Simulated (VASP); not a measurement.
Set up this calculation in VASP 6.6.1, as the native input.

- Task: single point
- Functional: PBEsol
- Potentials or basis: VASP PAW PBE potentials, release 64 (Rb_sv, Cl)
- Cutoff: 500 eV
- k mesh: 8 × 8 × 8
- Occupations: gaussian, width 0.05 eV
- Spin: no spin polarisation
- Dipole correction: no
- Further INCAR settings: ALGO = Normal; EDIFF = 1e-06; NBANDS = 15

The structure of RbCl lies in POSCAR:

```
RbCl
1.0
    0.0000000000      3.2495879749      3.2495879749
    3.2495879749      0.0000000000      3.2495879749
    3.2495879749      3.2495879749      0.0000000000
Rb Cl
1 1
Direct
    0.5000000000      0.5000000000      0.5000000000
    0.0000000000      0.0000000000      0.0000000000
```

This cell differs from its parent crystal: volume scaled by 0.980.

These files were run (other wordings do the same):

INCAR

```
PREC = Accurate ; ENCUT = 500
EDIFF = 1E-6 ; ISMEAR = 0
SIGMA = 0.05 ; LREAL = F
LASPH = T ; NELM = 120
ALGO = Normal ; ISIF = 2
LWAVE = F ; LCHARG = F
GGA = PS ; NBANDS = 15
GGA_COMPAT = F
```

KPOINTS

```
Automatic mesh
0
Gamma
  8 8 8
```

Potentials or basis: VASP PAW PBE potentials, release 64 (Rb_sv, Cl).

Command:

```bash
$ cat potpaw_PBE.64/Rb_sv/POTCAR potpaw_PBE.64/Cl/POTCAR > POTCAR
$ mpirun -np 1 vasp_std > vasp.out
```

Results of the run:

```yaml
Pressure: 0.4 GPa
Band_gap_on_the_k_mesh: 4.95 eV, direct
```

Caveat: the PAW data sets were made with another functional, which shifts forces and pressure a little.

Run time: 12 s on 1 thread of Intel(R) Xeon(R) 6975P-C (Granite Rapids) (shared host), peak memory 0.2 GiB.
